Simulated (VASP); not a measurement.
Wanted: the native input for a VASP 6.6.1 run.

| Item | Value |
| --- | --- |
| Task | single point |
| Functional | PBE |
| Dispersion | D3(BJ) |
| Potentials or basis | VASP PAW PBE potentials, release 64 (V_sv) |
| Cutoff | 520 eV |
| k mesh | 12 × 12 × 12 |
| Occupations | fermi-dirac, width 0.05 eV |
| Spin | collinear spin, ferromagnetic start |
| Starting moments | [2.0] μB |
| Dipole correction | no |
| Further INCAR settings | ALGO = Normal; EDIFF = 1e-06; NBANDS = 16 |

The structure of V lies in POSCAR:

```
V
1.0
   -1.4749772258      1.4749772258      1.4749772258
    1.4749772258     -1.4749772258      1.4749772258
    1.4749772258      1.4749772258     -1.4749772258
V
1
Direct
    0.0000000000      0.0000000000      0.0000000000
```

These files were run (other wordings do the same):

INCAR

```
SYSTEM = V
  PREC = Accurate
  ENCUT = 520
  EDIFF = 1E-6
  ISMEAR = -1
  SIGMA = 0.05
  LREAL = .FALSE.
  LASPH = .TRUE.
  NELM = 150
  ALGO = Normal
  ISIF = 2
  LWAVE = .FALSE.
  LCHARG = .TRUE.
  ISPIN = 2
  MAGMOM = 2
  LORBIT = 11
  LMAXMIX = 4
  GGA = PE
  IVDW = 12
  LELF = .TRUE.
  LVHAR = .TRUE.
  NBANDS = 16
```

KPOINTS

```
regular mesh
0
G
  12 12 12
  0 0 0
```

Potentials or basis: VASP PAW PBE potentials, release 64 (V_sv).

Run with:

```bash
$ cat potpaw_PBE.64/V_sv/POTCAR > POTCAR
$ mpirun -np 1 vasp_std > vasp.out
```

It gave:

The pressure is 0.3 GPa. The net moment is 0.00 μB per cell. The valence electrons inside the program's atomic spheres are V 11.74. The dispersion energy per atom is -0.714 eV.

Caveat: the moments typed at the start vanished in this run.

Run time: 49 s on 1 thread of Intel Xeon 8259CL, on a shared host, peak memory 0.16 GiB.
